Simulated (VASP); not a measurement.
# SnO (P4/nmm) in VASP: notebook, part 2 of 2

VASP 6.6.1. The steps go on from the part before.

## (4) Single point, PBEsol

This run uses another cell than the first one, of 14.09 Å³/atom.

Input file INCAR:

```
SYSTEM = SnO
  PREC = Accurate
  ENCUT = 520
  EDIFF = 1E-6
  ISMEAR = 0
  SIGMA = 0.15
  LREAL = .FALSE.
  LASPH = .TRUE.
  NELM = 80
  ALGO = Normal
  ISIF = 2
  LWAVE = .FALSE.
  LCHARG = .FALSE.
  GGA = PS
  NBANDS = 28
```

Input file KPOINTS:

```
Automatic mesh
0
G
  10 10 8
  0 0 0
```

Input file POSCAR:

```
SnO
1.0
    3.6715000000      0.0000000000      0.0000000000
    0.0000000000      3.6715000000      0.0000000000
    0.0000000000      0.0000000000      4.1799000000
Sn O
2 2
Direct
    0.0000000000      0.5000000000      0.2425296443
    0.5000000000      0.0000000000      0.7574703557
    0.0000000000      0.0000000000      0.0000000000
    0.5000000000      0.5000000000      0.0000000000
```

Potentials or basis: VASP PAW PBE potentials, release 64 (Sn_d, O).

On the command line:

```console
> cat potpaw_PBE.64/Sn_d/POTCAR potpaw_PBE.64/O/POTCAR > POTCAR
> mpirun -np 1 vasp_std > vasp.out
```

OUTCAR:

```text
SYSTEM = SnO
   PREC = Accurate
   ENCUT = 520
   EDIFF = 1E-6
   ISMEAR = 0
   LREAL = .FALSE.
   LASPH = .TRUE.
   NELM = 80
   ISIF = 2
   GGA = PS

 ion  position               nearest neighbor table
   1  0.000  0.500  0.243-   3 2.10   4 2.10   3 2.10   4 2.10   2 3.29   2 3.29   2 3.29   2 3.29
                             2 3.37   2 3.37   2 3.37   2 3.37
   2  0.500  0.000  0.757-   3 2.10   4 2.10   4 2.10   3 2.10   1 3.29   1 3.29   1 3.29   1 3.29
                             1 3.37   1 3.37   1 3.37   1 3.37
   3  0.000  0.000  0.000-   1 2.10   2 2.10   1 2.10   2 2.10
   4  0.500  0.500  0.000-   1 2.10   2 2.10   2 2.10   1 2.10

  LATTYP: Found a simple tetragonal cell.
 ALAT       =     3.6715000000
 C/A-ratio  =     1.1384720142

  Lattice vectors:

 A1 = (   3.6715000000,   0.0000000000,   0.0000000000)
 A2 = (   0.0000000000,   3.6715000000,   0.0000000000)
 A3 = (   0.0000000000,   0.0000000000,   4.1799000000)

Analysis of symmetry for initial positions (statically):
=====================================================================
 Subroutine PRICEL returns:
 Original cell was already a primitive cell.

 Routine SETGRP: Setting up the symmetry group for a
 simple tetragonal supercell.

 Subroutine GETGRP returns: Found 16 space group operations
 (whereof  8 operations were pure point group operations)
 out of a pool of 16 trial point group operations.

The static configuration has the point symmetry D_2d.
 The point group associated with its full space group is D_4h.

Analysis of symmetry for dynamics (positions and initial velocities):
=====================================================================
 Subroutine PRICEL returns:
 Original cell was already a primitive cell.

 Routine SETGRP: Setting up the symmetry group for a
 simple tetragonal supercell.

[... 125 lines left out ...]
   EFERMI_NEDOS =   21; number of points for ismear=-14 and -15
   IALGO  =     38    algorithm
   IMIX   =      4    mixing-type and parameters
     AMIX     =   0.40;   BMIX     =  1.00
     AMIX_MAG =   1.60;   BMIX_MAG =  1.00
  volume/ion in A,a.u.               =      14.09        95.06
  Fermi-wavevector in a.u.,A,eV,Ry     =   1.460418  2.759790 29.018788  2.132821
  Thomas-Fermi vector in A             =   2.576870
   LORBIT       =      0    0 simple, 1 ext, 2 COOP (PROOUT), +10 PAW based schemes
   GGA     = PS    functional components
   LHFCALC =     F    Hartree Fock is set to
   AEXX    =    0.0000 exact exchange contribution
   IVDW    =     0    specifies the selected vdW correction
   LEPSILON=     F    determine dielectric tensor
   LRPA    =     F    only Hartree local field effects (RPA)
 non-spin polarized calculation
 Gauss-broadening in eV      SIGMA  =   0.15
  energy-cutoff  :      520.00
  volume of cell :       56.34
 maximum number of plane-waves:      1548
 NGX is ok and might be reduce to    28
   NGX = 13   NGY = 13   NGZ = 15

 number of electron      40.0000001 magnetization

 Free energy of the ion-electron system (eV)
  ---------------------------------------------------
  ext. energy  EPLUGINS =         0.00000000
  ---------------------------------------------------
  free energy    TOTEN  =       -23.28156498 eV

  energy without entropy =      -23.27822204  energy(sigma->0) =      -23.27989351

 E-fermi :  10.1662     XC(G=0): -11.6736

 val. band max:       10.1102395074   @ k =   0.5000   0.5000   0.1250
 cond. band min:      10.2599653553   @ k =   0.4000   0.4000   0.0000
 fundamental gap:      0.1497258479
 Fermi energy:        10.1662225951

 k-point     1 :       0.0000    0.0000    0.0000
  band No.  band energies     occupation
      1     -12.8851      2.00000
      2     -12.3363      2.00000
      3     -11.8630      2.00000
      4     -11.8630      2.00000
      5     -11.7679      2.00000
      6     -11.7677      2.00000
[... 733 lines left out ...]
     27      17.8990      0.00000
     28      19.7964      0.00000

 [... further k-points ...]

------------------------ aborting loop because EDIFF is reached ----------------------------------------

  FORCE on cell =-STRESS in cart. coord.  units (eV):
  Direction    XX          YY          ZZ          XY          YZ          ZX
  --------------------------------------------------------------------------------------
  -------------------------------------------------------------------------------------
  Total        9.7708091      9.7708091      9.4139527      0.0000000     -0.0000000      0.0000000
  in kB      277.8357663    277.8357663    267.6884519      0.0000000     -0.0000000      0.0000000
  external PRESSURE =     274.4533282 kB  Pullay stress =       0.0000000 kB

 VOLUME and BASIS-vectors are now :
 -----------------------------------------------------------------------------
  energy-cutoff  :      520.00
  volume of cell :       56.34
      direct lattice vectors                 reciprocal lattice vectors
     3.671500000  0.000000000  0.000000000     0.272368242  0.000000000  0.000000000
     0.000000000  3.671500000  0.000000000     0.000000000  0.272368242  0.000000000
     0.000000000  0.000000000  4.179900000     0.000000000  0.000000000  0.239240173

 POSITION                                       TOTAL-FORCE (eV/Angst)
 -----------------------------------------------------------------------------------
      0.00000      1.83575      1.01375         0.000000      0.000000      3.521496
      1.83575      0.00000      3.16615         0.000000      0.000000     -3.521496
      0.00000      0.00000      0.00000         0.000000      0.000000      0.000000
      1.83575      1.83575      0.00000         0.000000      0.000000      0.000000
 -----------------------------------------------------------------------------------
    total drift:                                0.000000      0.000000      0.000000

  FREE ENERGIE OF THE ION-ELECTRON SYSTEM (eV)
  ---------------------------------------------------
  free  energy   TOTEN  =       -23.2815649757 eV

  energy  without entropy=      -23.2782220442  energy(sigma->0) =      -23.27989351
```

It took 90 s on 1 thread of AMD EPYC 7R13 (Zen 3), shared host; peak memory 0.23 GiB.

Results:

```yaml
Free_energy: -23.2816 eV
Pressure: 27.4 GPa
Largest_force: 3.521 eV/Å
Band_gap_on_the_k_mesh: zero (bands 20 and 21 overlap by 0.29 eV)
```

Forces in eV/Å, atoms in the order of the input:
```
Sn   0.000  0.000  3.521
Sn   0.000  0.000 -3.521
O    0.000  0.000  0.000
O    0.000  0.000  0.000
```

Levels at points of the mesh, in eV from the Fermi level:
```tsv
k point	band 17	band 18	band 19	band 20	band 21	band 22	band 23	band 24
(0.00, 0.00, 0.00)	-4.64	-4.64	-4.53	-0.32	2.53	4.76	4.76	5.49
(0.50, 0.00, 0.00)	-6.24	-6.24	-3.21	-3.21	4.21	4.21	6.31	6.31
(0.50, 0.50, 0.00)	-3.79	-3.79	-1.77	-1.77	-0.39	-0.39	5.09	5.09
(0.00, 0.00, 0.50)	-4.64	-4.64	-2.27	-1.82	0.92	2.38	2.38	3.11
(0.50, 0.00, 0.50)	-6.44	-6.44	-1.92	-1.92	3.32	3.32	5.35	5.35
(0.50, 0.50, 0.50)	-3.80	-3.80	-3.30	-3.30	2.48	2.48	5.33	5.33
```

Caveat: the cell stands under pressure; semilocal functionals underestimate gaps, and a narrow one can read as zero; the PAW data sets were made with another functional, which shifts forces and pressure a little; spin-orbit coupling is left out, which moves the levels of the heavy elements.

## (5) Single point, PBEsol

This run uses another cell than the first one, of 14.87 Å³/atom.

Input file INCAR:

```
SYSTEM = SnO
PREC = Accurate
ENCUT = 520
EDIFF = 1E-6
ISMEAR = 0
SIGMA = 0.15
LREAL = .FALSE.
LASPH = .TRUE.
NELM = 100
ALGO = Normal
ISIF = 2
LWAVE = .FALSE.
LCHARG = .FALSE.
GGA = PS
NBANDS = 28
```

Input file KPOINTS:

```
regular mesh
0
G
  10 10 8
  0 0 0
```

Input file POSCAR:

```
SnO
1.0
    3.5383000000      0.0000000000      0.0000000000
    0.0000000000      3.5383000000      0.0000000000
    0.0000000000      0.0000000000      4.7499281069
Sn O
2 2
Direct
    0.0000000000      0.5000000000      0.2425296443
    0.5000000000      0.0000000000      0.7574703557
    0.0000000000      0.0000000000      0.0000000000
    0.5000000000      0.5000000000      0.0000000000
```

On the command line:

```console
> cat potpaw_PBE.64/Sn_d/POTCAR potpaw_PBE.64/O/POTCAR > POTCAR
> mpirun -np 1 vasp_std > vasp.out
```

It took 1.8 min on 1 thread of AMD EPYC 7R13 (Zen 3), shared host; peak memory 0.24 GiB.

The run converged. Its results:

| Property | Result |
| --- | --- |
| Free energy | -23.5531 eV |
| Pressure | 21.6 GPa |
| Largest force | 2.361 eV/Å |
| Band gap on the k mesh | zero (bands 20 and 21 overlap by 1.07 eV) |

Forces on the atoms (eV/Å):
```
Sn   0.000  0.000  2.361
Sn   0.000  0.000 -2.361
O    0.000  0.000  0.000
O    0.000  0.000  0.000
```

Stress tensor (GPa, compression positive):
```
25.29  0.00  0.00
 0.00 25.29  0.00
 0.00  0.00 14.19
```

Levels at points of the mesh, in eV from the Fermi level:
```
           k point  band 18  band 19  band 20  band 21  band 22  band 23
(0.00, 0.00, 0.00)    -4.02    -4.02     0.38     2.79     3.92     4.76
(0.50, 0.00, 0.00)    -6.11    -3.81    -3.81     3.16     3.16     6.41
(0.50, 0.50, 0.00)    -3.27    -2.33    -2.33    -0.70    -0.70     3.76
(0.00, 0.00, 0.50)    -4.04    -3.63    -2.89     1.90     2.70     2.70
(0.50, 0.00, 0.50)    -6.08    -2.53    -2.53     2.36     2.36     5.80
(0.50, 0.50, 0.50)    -3.27    -3.22    -3.22     1.67     1.67     3.95
```

Caveat: the stress differs along the axes, from 14 to 25 GPa; the PAW data sets were made with another functional, which shifts forces and pressure a little; spin-orbit coupling is left out, which moves the levels of the heavy elements.

## (6) Single point, PBEsol

This run uses another cell than the first one, of 15.05 Å³/atom.

Input file INCAR:

```
PREC = Accurate
ENCUT = 520
EDIFF = 1E-7
ISMEAR = 0
SIGMA = 0.15
LREAL = False
LASPH = True
NELM = 60
ALGO = Normal
ISIF = 2
LWAVE = False
LCHARG = False
GGA = PS
NBANDS = 28
```

Input file KPOINTS:

```
regular mesh
0
Gamma
  10 10 8
```

Input file POSCAR:

```
SnO
1.0
    3.6715000000      0.0000000000      0.0000000000
    0.0000000000      3.6715000000      0.0000000000
    0.0000000000      0.0000000000      4.4649000000
Sn O
2 2
Direct
    0.0000000000      0.5000000000      0.2425296443
    0.5000000000      0.0000000000      0.7574703557
    0.0000000000      0.0000000000      0.0000000000
    0.5000000000      0.5000000000      0.0000000000
```

Potentials or basis: VASP PAW PBE potentials, release 64 (Sn_d, O).

On the command line:

```console
> cat potpaw_PBE.64/Sn_d/POTCAR potpaw_PBE.64/O/POTCAR > POTCAR
> mpirun -np 1 vasp_std > vasp.out
```

Run time: 2.2 min. Hardware: 1 thread of AMD EPYC 7R13 (Zen 3), shared host; peak memory 0.24 GiB.

Results (log left out):

| Property | Result |
| --- | --- |
| Free energy | -23.7941 eV |
| Pressure | 17.2 GPa |
| Largest force | 2.356 eV/Å |
| Band gap on the k mesh | zero (bands 20 and 21 overlap by 0.49 eV) |

Forces on the atoms (eV/Å):
```
Sn   0.000  0.000  2.356
Sn   0.000  0.000 -2.356
O    0.000  0.000  0.000
O    0.000  0.000  0.000
```

Stress tensor (GPa, compression positive):
```
17.85  0.00  0.00
 0.00 17.85  0.00
 0.00  0.00 15.80
```

Levels at points of the mesh, in eV from the Fermi level:
```tsv
k point	band 16	band 17	band 18	band 19	band 20	band 21	band 22	band 23	band 24	band 25
(0.00, 0.00, 0.00)	-7.46	-4.41	-4.22	-4.22	-0.08	2.36	4.60	4.60	4.67	6.08
(0.50, 0.00, 0.00)	-6.14	-6.11	-6.11	-3.36	-3.36	3.64	3.64	6.12	6.12	6.25
(0.50, 0.50, 0.00)	-6.31	-3.45	-3.45	-2.05	-2.05	-0.48	-0.48	4.43	4.43	8.28
(0.00, 0.00, 0.50)	-4.51	-4.23	-4.23	-2.71	-2.45	1.23	2.48	2.48	3.42	7.96
(0.50, 0.00, 0.50)	-6.79	-6.05	-6.05	-2.12	-2.12	2.89	2.89	5.36	5.36	7.11
(0.50, 0.50, 0.50)	-6.96	-3.45	-3.45	-3.22	-3.22	2.10	2.10	4.63	4.63	5.81
```

Caveat: the cell stands under pressure; semilocal functionals underestimate gaps, and a narrow one can read as zero; the PAW data sets were made with another functional, which shifts forces and pressure a little; spin-orbit coupling is left out, which moves the levels of the heavy elements.

## (7) The runs side by side

| cell | gap on the mesh (eV) | pressure (GPa) | largest force (eV/Å) |
| --- | --- | --- | --- |
| a = 3.538, b = 3.538, c = 4.180 Å, 4 atoms | none | 46.7 | 5.41 |
| a = 3.538, b = 3.538, c = 4.465 Å, 4 atoms | none | 32.6 | 3.98 |
| a = 3.671, b = 3.671, c = 4.180 Å, 4 atoms | none | 27.4 | 3.52 |
| a = 3.538, b = 3.538, c = 4.750 Å, 4 atoms | none | 21.6 | 2.36 |
| a = 3.671, b = 3.671, c = 4.465 Å, 4 atoms | none | 17.2 | 2.36 |

Alike in all rows: task single point; level PBEsol; potentials or basis VASP PAW PBE potentials, release 64 (Sn_d, O); no spin polarisation; k mesh 10 × 10 × 8; cutoff (eV) 520; smearing gaussian 0.15 eV.

Caveats: the PAW data sets were made with another functional, which shifts forces and pressure a little; spin-orbit coupling is left out, which moves the levels of the heavy elements; the cell stands under pressure (at least some runs); semilocal functionals underestimate gaps, and a narrow one can read as zero (at least some runs); the stress differs along the axes, from 41 to 49 GPa (at least some runs); the stress differs along the axes, from 27 to 35 GPa (at least some runs); the stress differs along the axes, from 14 to 25 GPa (at least some runs).

Absolute energies hang on the potentials; compare differences alone.

The gap in the log of VASP goes by the Fermi energy; the results here count the filled bands.